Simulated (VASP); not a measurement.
**Mg8O9 (a cell with a defect): single point with PBE**

System: Mg8O9 (a cell with a defect).

```
CELL_PARAMETERS angstrom
0.00000 4.40800 4.40800
4.40800 0.00000 4.40800
4.40800 4.40800 0.00000
ATOMIC_POSITIONS crystal
Mg 0.01247 0.00140 0.97255
Mg 0.98610 0.99004 0.49554
Mg 0.98521 0.52468 0.96200
Mg 0.02036 0.49253 0.46547
Mg 0.49241 0.02236 0.99181
Mg 0.52715 0.99009 0.49549
Mg 0.52696 0.52483 0.96187
Mg 0.50027 0.51319 0.48493
O 0.25477 0.14219 0.34710
O 0.25651 0.25719 0.72857
O 0.25653 0.75732 0.22857
O 0.25634 0.75770 0.72831
O 0.75650 0.25738 0.22851
O 0.75650 0.25736 0.72859
O 0.75645 0.75728 0.22865
O 0.75656 0.75731 0.72846
O 0.25835 0.37323 0.10901
```

```
Program             : VASP 6.6.1
Task                : single point
Functional          : PBE
Potentials or basis : VASP PAW PBE potentials, release 64 (Mg_sv, O)
Cutoff              : 620 eV
k mesh              : 2 × 2 × 2
Occupations         : fermi-dirac, width 0.02 eV
Spin                : collinear spin
Starting moments    : [0.0, 0.0, 0.0, 0.0, 0.0, 0.0, 0.0, 0.0, 0.0, 0.0, 0.0, 0.0, 0.0, 0.0, 0.0, 0.0, 1.0] μB
```

```json
{
 "Pressure": "-3.1 GPa",
 "Largest force": "0.164 eV/Å",
 "Band gap on the k mesh": "3.04 eV",
 "Net moment": "0.00 μB per cell",
 "Valence electrons inside the program's atomic spheres": "Mg 8.09, 8.12, 8.08 (each value once); O 5.06, 5.03, 5.04, 5.02, 5.09 (each value once)"
}
```

Forces in eV/Å, atoms in the order of the input:
```
Mg   0.012  0.000  0.000
Mg   0.000 -0.007 -0.001
Mg  -0.004 -0.001  0.000
Mg   0.030 -0.001  0.003
Mg  -0.033  0.002 -0.004
Mg   0.000  0.005  0.007
Mg  -0.004  0.002 -0.003
Mg  -0.012  0.001  0.004
O    0.001  0.116 -0.115
O    0.003 -0.002  0.003
O   -0.001 -0.001  0.000
O   -0.001  0.003 -0.001
O    0.001  0.000 -0.001
O   -0.002 -0.002  0.000
O    0.000 -0.003  0.001
O    0.002 -0.002  0.001
O    0.007 -0.109  0.106
```

Stress tensor (GPa, compression positive):
```
-7.13  0.18 -0.18
 0.18 -1.03 -1.28
-0.18 -1.28 -1.03
```

Levels at points of the mesh, in eV from the valence-band top:
Spin up:
```csv
k point,band 65,band 66,band 67,band 68,band 69,band 70
"(0.00, 0.00, 0.00)",-0.85,-0.82,-0.75,3.04,5.22,6.09
"(0.50, 0.00, 0.00)",-1.02,-0.99,-0.18,5.05,5.20,5.76
"(0.00, 0.50, 0.00)",-0.91,-0.71,-0.56,4.15,5.38,5.44
"(0.00, 0.00, 0.50)",-0.86,-0.76,-0.45,4.12,5.41,5.41
"(0.50, 0.50, 0.50)",-1.02,-0.99,-0.18,5.05,5.20,5.76
"(0.50, 0.50, 0.00)",-0.98,-0.62,-0.44,4.21,6.16,6.24
"(0.00, 0.50, 0.50)",-1.11,-0.48,0.00,5.18,6.05,6.34
"(0.50, 0.00, 0.50)",-0.98,-0.62,-0.44,4.21,6.16,6.24
```
Spin down:
```tsv
k point	band 63	band 64	band 65	band 66	band 67	band 68	band 69	band 70	band 71	band 72
(0.00, 0.00, 0.00)	-1.11	-1.10	-0.85	-0.82	-0.75	3.04	5.22	6.09	6.24	6.65
(0.50, 0.00, 0.00)	-1.14	-1.05	-1.02	-0.99	-0.18	5.05	5.20	5.76	7.66	7.83
(0.00, 0.50, 0.00)	-1.11	-1.05	-0.91	-0.71	-0.56	4.15	5.38	5.44	7.89	7.91
(0.00, 0.00, 0.50)	-1.12	-1.06	-0.86	-0.76	-0.45	4.12	5.41	5.41	7.89	7.92
(0.50, 0.50, 0.50)	-1.14	-1.05	-1.02	-0.99	-0.18	5.05	5.20	5.76	7.66	7.83
(0.50, 0.50, 0.00)	-1.30	-1.10	-0.98	-0.62	-0.44	4.21	6.16	6.24	7.60	7.70
(0.00, 0.50, 0.50)	-1.32	-1.22	-1.11	-0.48	0.00	5.18	6.05	6.34	7.36	7.53
(0.50, 0.00, 0.50)	-1.30	-1.10	-0.98	-0.62	-0.44	4.21	6.16	6.24	7.60	7.70
```

Run time: 12 min on 1 thread of Intel(R) Xeon(R) Platinum 8259CL CPU @ 2.50GHz (Skylake/Cascade Lake) (shared host), peak memory 0.59 GiB.

Caveat: the k points lie up to 0.62 Å⁻¹ apart.
